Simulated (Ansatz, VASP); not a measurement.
One calculation of Ti6Ge, two programs

```
Ti Ge
1.0
     5.39388    0.00000    0.00000
    -2.69694    4.67124    0.00000
     0.00000    0.00000    4.72380
Ti Ge
6 1
Direct
  0.51624 0.00000 0.50000
  0.00000 0.51624 0.50000
  0.48376 0.48376 0.50000
  0.32443 0.00000 0.00000
  0.00000 0.32443 0.00000
  0.67557 0.67557 0.00000
  0.00000 0.00000 0.50000
```

Alike in both runs: functional PBE; k mesh 5 × 5 × 3; occupations gaussian, width 0.2 eV; no spin polarisation.

Ansatz relaxed the structure, and its values are those at the end. VASP's run is a single point on that final structure, the one shown.

|  | VASP | Ansatz |
| --- | --- | --- |
| version | VASP 6.6.1 | Ansatz 0.2.0 |
| potentials or method | VASP PAW PBE potentials, release 64 (Ti_sv, Ge_d), cutoff 520 eV | scalar-relativistic, plane waves, PAW |
| valence electrons in the cell | 86 | 86 |

```tsv
	VASP	Ansatz	Ansatz less VASP
gap on the k mesh at the Fermi level (eV)	none	none	-
pressure (GPa)	0.0	0.1	+0.10
rms of the force components (eV/Å)	0.005	0.005	0.0000
```

A gap of «none» marks a metal or a gap that the smearing closes.

The k mesh is coarse, so the values compare programs but aren't converged.
